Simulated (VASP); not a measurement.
# NaCl (Fm-3m) in VASP: single point with PBE

Aim: the single point of NaCl with PBE.

Everything below comes from runs of VASP 6.6.1. Logs are shortened: lines on timing, memory, paths and dates and some standing lists are left out, and cuts for length are marked.

## Step 1: The cell of the first run

Symmetry: Fm-3m, No. 225, cubic system. Conventional cell: a = 5.588 Å, b = 5.588 Å, c = 5.588 Å, α = 90.00°, β = 90.00°, γ = 90.00°. Within 3.7 Å of Na (site symmetry m-3m) lie 6 Cl at 2.79 Å. Cl (site symmetry m-3m) has 6 Na at 2.79 Å within 3.7 Å.

## Step 2: Single point, PBE

Input file INCAR:

```
SYSTEM = NaCl
PREC     = Accurate       ! precision mode
ENCUT    = 500            ! plane-wave cutoff, eV
EDIFF    = 1E-6           ! SCF threshold, eV
ISMEAR   = -1             ! smearing method
SIGMA    = 0.1            ! smearing width, eV
LREAL    = .False.        ! projectors in reciprocal space
LASPH    = .True.         ! aspherical terms in the spheres
NELM     = 120            ! most SCF steps
ALGO     = Normal         ! electronic algorithm
ISIF     = 2              ! what is computed and relaxed
LWAVE    = .False.        ! write WAVECAR
LCHARG   = .True.         ! write CHGCAR
GGA      = PE             ! functional
LELF     = .True.         ! ELF
LVHAR    = .True.       
NBANDS   = 14             ! bands
GGA_COMPAT= .False.
```

Input file KPOINTS:

```
Automatic mesh
0
Gamma
  8 8 8
  0 0 0
```

Input file POSCAR:

```
NaCl
1.0
    0.0000000000      2.7939400000      2.7939400000
    2.7939400000      0.0000000000      2.7939400000
    2.7939400000      2.7939400000      0.0000000000
Na Cl
1 1
Direct
    0.0000000000      0.0000000000      0.0000000000
    0.5000000000      0.5000000000      0.5000000000
```

Potentials or basis: VASP PAW PBE potentials, release 64 (Na_pv, Cl).

Launch:

```
$ cat potpaw_PBE.64/Na_pv/POTCAR potpaw_PBE.64/Cl/POTCAR > POTCAR
$ mpirun -np 1 vasp_std > vasp.out
```

OUTCAR:

```text
SYSTEM = NaCl
   PREC = Accurate
   ENCUT = 500
   EDIFF = 1E-6
   ISMEAR = -1
   LREAL = .False.
   LASPH = .True.
   NELM = 120
   ISIF = 2
   GGA = PE

 ion  position               nearest neighbor table
   1  0.000  0.000  0.000-
   2  0.500  0.500  0.500-

  LATTYP: Found a face centered cubic cell.
 ALAT       =     5.5878800000

  Lattice vectors:

 A1 = (   0.0000000000,   2.7939400000,   2.7939400000)
 A2 = (   2.7939400000,   0.0000000000,   2.7939400000)
 A3 = (   2.7939400000,   2.7939400000,   0.0000000000)

Analysis of symmetry for initial positions (statically):
=====================================================================
 Subroutine PRICEL returns:
 Original cell was already a primitive cell.

 Routine SETGRP: Setting up the symmetry group for a
 face centered cubic supercell.

 Subroutine GETGRP returns: Found 48 space group operations
 (whereof 48 operations were pure point group operations)
 out of a pool of 48 trial point group operations.

The static configuration has the point symmetry O_h .

Analysis of symmetry for dynamics (positions and initial velocities):
=====================================================================
 Subroutine PRICEL returns:
 Original cell was already a primitive cell.

 Routine SETGRP: Setting up the symmetry group for a
 face centered cubic supercell.

 Subroutine GETGRP returns: Found 48 space group operations
 (whereof 48 operations were pure point group operations)
 out of a pool of 48 trial point group operations.

The dynamic configuration has the point symmetry O_h .

 Subroutine INISYM returns: Found 48 space group operations
 (whereof 48 operations are pure point group operations),
 and found     1 'primitive' translations

----------------------------------------------------------------------------------------

                                     Primitive cell

  volume of cell :      43.6196

  direct lattice vectors                    reciprocal lattice vectors
     0.000000000  2.793940000  2.793940000    -0.178958746  0.178958746  0.178958746
     2.793940000  0.000000000  2.793940000     0.178958746 -0.178958746  0.178958746
     2.793940000  2.793940000  0.000000000     0.178958746  0.178958746 -0.178958746

  length of vectors
     3.951227840  3.951227840  3.951227840     0.309965641  0.309965641  0.309965641

  position of ions in fractional coordinates (direct lattice)
     0.000000000  0.000000000  0.000000000
     0.500000000  0.500000000  0.500000000

  ion indices of the primitive-cell ions
   primitive index   ion index
                 1           1
                 2           2

----------------------------------------------------------------------------------------

 KPOINTS: Automatic mesh

Automatic generation of k-mesh.
 Grid dimensions read from file:
 generate k-points for:    8    8    8

 Generating k-lattice:

  Cartesian coordinates                     Fractional coordinates (reciprocal lattice)
    -0.022369843  0.022369843  0.022369843     0.125000000  0.000000000  0.000000000
     0.022369843 -0.022369843  0.022369843     0.000000000  0.125000000  0.000000000
     0.022369843  0.022369843 -0.022369843     0.000000000  0.000000000  0.125000000

  Length of vectors
     0.038745705  0.038745705  0.038745705

  Shift w.r.t. Gamma in fractional coordinates (k-lattice)
     0.000000000  0.000000000  0.000000000

 Subroutine IBZKPT returns following result:
 ===========================================

 Found     29 irreducible k-points:

 Following reciprocal coordinates:
            Coordinates               Weight
  0.000000  0.000000  0.000000      1.000000
  0.125000  0.000000  0.000000      8.000000
  0.250000  0.000000  0.000000      8.000000
  0.375000  0.000000  0.000000      8.000000
  0.500000  0.000000  0.000000      4.000000
  0.125000  0.125000  0.000000      6.000000
[... 16 lines left out ...]
  0.500000  0.250000  0.125000     48.000000
 -0.375000  0.250000  0.125000     24.000000
 [... further k-points ...]
   k-points           NKPTS =     29   k-points in BZ     NKDIM =     29   number of bands    NBANDS=     14
   number of dos      NEDOS =    301   number of ions     NIONS =      2
   total plane-waves  NPLWV =  27000
   dimension x,y,z NGX =    30 NGY =   30 NGZ =   30
   dimension x,y,z NGXF=    60 NGYF=   60 NGZF=   60
   ions per type =               1   1
   NGX,Y,Z   is equivalent  to a cutoff of  12.62, 12.62, 12.62 a.u.
   NGXF,Y,Z  is equivalent  to a cutoff of  25.24, 25.24, 25.24 a.u.
 SYSTEM =  NaCl
   PREC   = accura    normal or accurate (medium, high low for compatibility)
   ISTART =      0    job   : 0-new  1-cont  2-samecut
   ICHARG =      2    charge: 1-file 2-atom 10-const
   ISPIN  =      1    spin polarized calculation?
   LNONCOLLINEAR =      F non collinear calculations
   LSORBIT =      F    spin-orbit coupling
   LASPH  =      T    aspherical Exc in radial PAW
   ENCUT  =  500.0 eV  36.75 Ry    6.06 a.u.   7.20  7.20  7.20*2*pi/ulx,y,z
   NELM   =    120;   NELMIN=  2; NELMDL= -5     # of ELM steps
   EDIFF  = 0.1E-05   stopping-criterion for ELM
   LREAL  =      F    real-space projection
   EDIFFG = 0.1E-04   stopping-criterion for IOM
   NSW    =      0    number of steps for IOM
   IBRION =     -1    ionic relax: 0-MD 1-quasi-New 2-CG
   NFREE  =      0    steps in history (QN), initial steepest desc. (CG)
   ISIF   =      2    stress and relaxation
   ISYM   =      2    0-nonsym 1-usesym 2-fastsym
   POTIM  = 0.5000    time-step for ionic-motion
   TEBEG  =    0.0;   TEEND  =   0.0 temperature during run
   PSTRESS=    0.0 pullay stress
   NELECT =      14.0000    total number of electrons
   NUPDOWN=      -1.0000    fix difference up-down
   EMIN   =  10.00;   EMAX   =-10.00  energy-range for DOS
   EFERMI =   0.00;   METHOD = LEGACY
   ISMEAR =    -1;   SIGMA  =   0.10  broadening in eV -4-tet -1-fermi 0-gaus
   EFERMI_NEDOS =   21; number of points for ismear=-14 and -15
   IALGO  =     38    algorithm
   IMIX   =      4    mixing-type and parameters
     AMIX     =   0.40;   BMIX     =  1.00
     AMIX_MAG =   1.60;   BMIX_MAG =  1.00
  volume/ion in A,a.u.               =      21.81       147.18
  Fermi-wavevector in a.u.,A,eV,Ry     =   1.120875  2.118146 17.093820  1.256360
  Thomas-Fermi vector in A             =   2.257524
   LORBIT       =      0    0 simple, 1 ext, 2 COOP (PROOUT), +10 PAW based schemes
   GGA     = PE    functional components
   LHFCALC =     F    Hartree Fock is set to
   AEXX    =    0.0000 exact exchange contribution
   IVDW    =     0    specifies the selected vdW correction
   LEPSILON=     F    determine dielectric tensor
   LRPA    =     F    only Hartree local field effects (RPA)
 non-spin polarized calculation
  energy-cutoff  :      500.00
  volume of cell :       43.62
 maximum number of plane-waves:      1124
 NGX is ok and might be reduce to    30
   NGX = 15   NGY = 15   NGZ = 15

 number of electron      14.0000007 magnetization

 Free energy of the ion-electron system (eV)
  ---------------------------------------------------
  ext. energy  EPLUGINS =         0.00000000
  ---------------------------------------------------
  free energy    TOTEN  =        -6.76555926 eV

  energy without entropy =       -6.76555926  energy(sigma->0) =       -6.76555926

 E-fermi :   1.7072     XC(G=0):  -8.2861

 val. band max:       -0.5673564506   @ k =   0.0000   0.0000   0.0000
 cond. band min:       4.6488763418   @ k =   0.0000   0.0000   0.0000
 fundamental gap:      5.2162327924
 Fermi energy:         1.7072218757

 k-point     1 :       0.0000    0.0000    0.0000
  band No.  band energies     occupation
      1     -21.3338      2.00000
      2     -21.3338      2.00000
      3     -21.3338      2.00000
      4     -13.2909      2.00000
      5      -0.5674      2.00000
      6      -0.5674      2.00000
      7      -0.5674      2.00000
      8       4.6489      0.00000
      9      10.5804      0.00000
     10      10.5804      0.00000
     11      10.5804      0.00000
     12      12.7779      0.00000
     13      12.7779      0.00000
     14      14.4309      0.00000

 k-point     2 :       0.1250    0.0000    0.0000
  band No.  band energies     occupation
      1     -21.3388      2.00000
      2     -21.3342      2.00000
      3     -21.3341      2.00000
      4     -13.2400      2.00000
      5      -0.9519      2.00000
      6      -0.6106      2.00000
      7      -0.6106      2.00000
      8       5.1560      0.00000
      9      10.0432      0.00000
     10      10.7799      0.00000
     11      10.7799      0.00000
     12      12.5263      0.00000
     13      12.5263      0.00000
     14      15.3784      0.00000

 k-point     3 :       0.2500    0.0000    0.0000
  band No.  band energies     occupation
      1     -21.3506      2.00000
      2     -21.3350      2.00000
      3     -21.3350      2.00000
      4     -13.1135      2.00000
      5      -1.7111      2.00000
      6      -0.7115      2.00000
      7      -0.7115      2.00000
      8       6.1336      0.00000
      9       9.5155      0.00000
     10      10.8871      0.00000
     11      10.8871      0.00000
     12      12.7517      0.00000
     13      12.7517      0.00000
     14      15.2724      0.00000

 k-point     4 :       0.3750    0.0000    0.0000
  band No.  band energies     occupation
      1     -21.3623      2.00000
      2     -21.3358      2.00000
      3     -21.3358      2.00000
      4     -12.9812      2.00000
      5      -2.3393      2.00000
      6      -0.8079      2.00000
      7      -0.8079      2.00000
      8       6.6774      0.00000
      9       9.8472      0.00000
     10      10.6093      0.00000
     11      10.6093      0.00000
     12      14.1277      0.00000
     13      14.1277      0.00000
     14      14.7364      0.00000

 k-point     5 :       0.5000    0.0000    0.0000
  band No.  band energies     occupation
      1     -21.3671      2.00000
      2     -21.3362      2.00000
      3     -21.3362      2.00000
      4     -12.9247      2.00000
      5      -2.5760      2.00000
      6      -0.8467      2.00000
      7      -0.8467      2.00000
      8       6.7553      0.00000
      9      10.2868      0.00000
     10      10.4729      0.00000
     11      10.4729      0.00000
[... 276 lines left out ...]
 k-point    22 :       0.3750    0.2500    0.1250
  band No.  band energies     occupation
      1     -21.3523      2.00000
      2     -21.3400      2.00000
      3     -21.3364      2.00000
      4     -13.0310      2.00000
      5      -1.8662      2.00000
      6      -1.0549      2.00000
      7      -0.8325      2.00000
      8       7.0108      0.00000
      9       8.8180      0.00000
     10      10.0706      0.00000
     11      11.7287      0.00000
     12      12.0926      0.00000
     13      14.3095      0.00000
     14      17.7251      0.00000

 k-point    23 :       0.5000    0.2500    0.1250
  band No.  band energies     occupation
      1     -21.3580      2.00000
      2     -21.3424      2.00000
      3     -21.3378      2.00000
      4     -12.9327      2.00000
      5      -2.1692      2.00000
      6      -1.2852      2.00000
      7      -0.9449      2.00000
      8       7.7062      0.00000
      9       9.1010      0.00000
     10       9.4553      0.00000
     11      11.4549      0.00000
     12      13.2811      0.00000
     13      15.7141      0.00000
     14      16.1037      0.00000

 k-point    24 :      -0.3750    0.2500    0.1250
  band No.  band energies     occupation
      1     -21.3605      2.00000
      2     -21.3429      2.00000
      3     -21.3387      2.00000
      4     -12.8910      2.00000
      5      -2.2916      2.00000
      6      -1.3668      2.00000
      7      -1.0004      2.00000
      8       7.8341      0.00000
      9       9.0930      0.00000
     10       9.8109      0.00000
     11      11.2681      0.00000
     12      13.9281      0.00000
     13      15.2297      0.00000
     14      16.2347      0.00000

 [... further k-points ...]
[... 5 lines left out ...]
  --------------------------------------------------------------------------------------
  -------------------------------------------------------------------------------------
  Total        0.4081785      0.4081785      0.4081785      0.0000000     -0.0000000      0.0000000
  in kB       14.9926886     14.9926886     14.9926886      0.0000000     -0.0000000      0.0000000
  external PRESSURE =      14.9926886 kB  Pullay stress =       0.0000000 kB

 VOLUME and BASIS-vectors are now :
 -----------------------------------------------------------------------------
  energy-cutoff  :      500.00
  volume of cell :       43.62
      direct lattice vectors                 reciprocal lattice vectors
     0.000000000  2.793940000  2.793940000    -0.178958746  0.178958746  0.178958746
     2.793940000  0.000000000  2.793940000     0.178958746 -0.178958746  0.178958746
     2.793940000  2.793940000  0.000000000     0.178958746  0.178958746 -0.178958746

 POSITION                                       TOTAL-FORCE (eV/Angst)
 -----------------------------------------------------------------------------------
      0.00000      0.00000      0.00000         0.000000     -0.000000     -0.000000
      2.79394      2.79394      2.79394        -0.000000      0.000000      0.000000
 -----------------------------------------------------------------------------------
    total drift:                               -0.000000      0.000000      0.000000

  FREE ENERGIE OF THE ION-ELECTRON SYSTEM (eV)
  ---------------------------------------------------
  free  energy   TOTEN  =        -6.7655592605 eV

  energy  without entropy=       -6.7655592604  energy(sigma->0) =       -6.76555926
```

Wall time 30 s (1 thread of Intel Xeon 8259CL, shared host); peak memory 0.16 GiB.

What came out:

* Free energy: -6.7656 eV
* Pressure: 1.5 GPa
* Band gap on the k mesh: 5.22 eV, direct

Levels at points of the mesh, in eV from the valence-band top:
```tsv
k point	band 4	band 5	band 6	band 7	band 8	band 9	band 10	band 11
(0.00, 0.00, 0.00)	-12.72	0.00	0.00	0.00	5.22	11.15	11.15	11.15
(0.50, 0.00, 0.00)	-12.36	-2.01	-0.28	-0.28	7.32	10.85	11.04	11.04
(0.50, 0.50, 0.00)	-12.31	-1.73	-0.62	-0.62	7.62	8.05	11.52	15.03
```
